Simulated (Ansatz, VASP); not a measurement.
**One calculation of Ca2C, two programs**

```
C Ca
1.0
     0.00000    3.12858    3.12858
     3.12858    0.00000    3.12858
     3.12858    3.12858    0.00000
C Ca
1 2
Direct
  0.00000 0.00000 0.00000
  0.25000 0.25000 0.25000
  0.75000 0.75000 0.75000
```

Alike in both runs: task single point; functional r2SCAN50; k mesh 4 × 4 × 4; no spin polarisation.

```csv
,VASP,Ansatz
version,VASP 6.6.1,Ansatz 0.2.0
potentials or method,"VASP PAW PBE potentials, release 64 (C, Ca_sv)",plane waves
plane-wave cutoff (eV),520,500
occupations,"gaussian, width 0.01 eV",fixed
valence electrons in the cell,24,24
```

Ansatz gave:

| Item | Value |
| --- | --- |
| gap on the k mesh at the Fermi level (eV) | 2.95 |
| pressure (GPa) | -0.1 |

Q: Which values does VASP return?

A: gap on the k mesh at the Fermi level (eV): 3.00; pressure (GPa): 0.1.

VASP's potentials were made for PBE, not for r2SCAN50. Ansatz's warnings: stress exchange threshold loose, stress scf threshold loose.

The k mesh is coarse, so the values compare programs but aren't converged.
